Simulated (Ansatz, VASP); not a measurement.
**Hf: VASP beside Ansatz**

INCAR

```
SYSTEM = Hf
ALGO     = Normal         ! electronic algorithm
EDIFF    = 1E-7           ! SCF threshold, eV
ENCUT    = 520            ! plane-wave cutoff, eV
GGA      = RE             ! functional
ISIF     = 2              ! what is computed and relaxed
ISMEAR   = -1             ! smearing method
LASPH    = .True.         ! aspherical terms in the spheres
LCHARG   = .True.         ! write CHGCAR
LELF     = .True.         ! ELF
LREAL    = .False.        ! projectors in reciprocal space
LVHAR    = .True.       
LWAVE    = .False.        ! write WAVECAR
NBANDS   = 17             ! bands
NELM     = 100            ! most SCF steps
PREC     = Accurate       ! precision mode
SIGMA    = 0.05           ! smearing width, eV
```

The input KPOINTS:

```
k-points
0
Gamma
  6 6 3
  0 0 0
```

File POSCAR:

```
Hf
1.0
    3.1967000000      0.0000000000      0.0000000000
   -1.5983500000      2.7684234083      0.0000000000
    0.0000000000      0.0000000000      5.0578000000
Hf
2
Direct
    0.6666666667      0.3333333333      0.7500000000
    0.3333333333      0.6666666667      0.2500000000
```

Contents of input.yaml:

```yaml
crystal:
  lattice:
    - [3.1967, 0.0, 0.0]
    - [-1.59835, 2.7684234083, 0.0]
    - [0.0, 0.0, 5.0578]
  atoms:
    - { symbol: Hf, position: [0.6666666667, 0.3333333333, 0.75] }
    - { symbol: Hf, position: [0.3333333333, 0.6666666667, 0.25] }
hamiltonian:
  xc: revpbe
  pseudopotentials: { kind: paw }
kpoints:
  mp_grid: { grid: [6, 6, 3] }
  band_path:
    path:
      - [[0.0, 0.0, 0.0], [0.5, 0.0, 0.0], [0.3333333333, 0.3333333333, 0.0], [0.0, 0.0, 0.0], [0.0, 0.0, 0.5], [0.5, 0.0, 0.5], [0.3333333333, 0.3333333333, 0.5], [0.0, 0.0, 0.5]]
      - [[0.5, 0.0, 0.5], [0.5, 0.0, 0.0]]
      - [[0.3333333333, 0.3333333333, 0.0], [0.3333333333, 0.3333333333, 0.5]]
    npoints: 14
scf:
  occupations: { method: fermi_dirac, width: 0.05 }
  n_extra_bands: 6
output:
  forces: true
  stress: true
  eigenvalues: true
  fatbands: true
```

Alike in both runs: functional revPBE; k mesh 6 × 6 × 3; occupations fermi-dirac, width 0.05 eV; no spin polarisation.

|  | VASP | Ansatz |
| --- | --- | --- |
| version | VASP 6.6.1 | Ansatz 0.2.0 |
| potentials or method | VASP PAW PBE potentials, release 64 (Hf_pv) | Ansatz PAW |
| plane-wave cutoff (eV) | 520 | 420 |
| valence electrons in the cell | 20 | 52 |
| task | single point | band structure |

|  | VASP | Ansatz | Ansatz less VASP |
| --- | --- | --- | --- |
| gap on the k mesh at the Fermi level (eV) | none | none | - |
| pressure (GPa) | 3.0 | 3.4 | +0.46 |
| traceless stress, the component that is largest in VASP (GPa) | 0.26 | 0.31 | +0.057 |

VASP's potentials were made for PBE, not for revPBE. A gap of «none» marks a metal or a gap that the smearing closes. VASP's potentials hold 20 valence electrons a cell and Ansatz's 52, so a difference there can come from the potentials and not from the codes.

The k mesh is coarse, so the values compare programs but aren't converged. Spin-orbit coupling is off throughout.
